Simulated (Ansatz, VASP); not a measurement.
**Al5GaAs6 in VASP and in Ansatz**

```
Al Ga As
1.0
     4.05417    0.00000    0.00000
     0.00000   12.15807    0.00000
     0.00000    0.00000    5.72935
Al Ga As
5 1 6
Direct
  0.00000 0.83308 0.00001
  0.00000 0.16692 0.00001
  0.50000 0.33346 0.49986
  0.00000 0.50000 0.00000
  0.50000 0.66655 0.49986
  0.50000 0.00000 0.50009
  0.50000 0.83278 0.75076
  0.00000 0.00000 0.24820
  0.50000 0.16722 0.75076
  0.00000 0.33348 0.25011
  0.50000 0.50000 0.75024
  0.00000 0.66652 0.25011
```

Alike in both runs: task single point; functional PBE; k mesh 4 × 2 × 4; occupations gaussian, width 0.1 eV; no spin polarisation.

```csv
,VASP,Ansatz
version,VASP 6.6.1,Ansatz 0.2.0
potentials or method,"VASP PAW PBE potentials, release 64 (Al, Ga_d, As), cutoff 520 eV","scalar-relativistic, plane waves, PAW"
valence electrons in the cell,58,118
```

```csv
,VASP,Ansatz,Ansatz less VASP
gap on the k mesh at the Fermi level (eV),1.42,1.42,-0.002
least direct gap on the mesh (eV),1.42,1.42,-0.002
pressure (GPa),0.2,0.0,-0.16
"traceless stress, the component that is largest in VASP (GPa)",0.38,0.38,-0.002
rms of the force components (eV/Å),0.005,0.004,-0.0003
```

Atom by atom the forces differ by 0.001 eV/Å (rms over components). The functional is the same, so the differences come from potentials, cutoffs and numerics. VASP's potentials hold 58 valence electrons a cell and Ansatz's 118, so a difference there can come from the potentials and not from the codes.
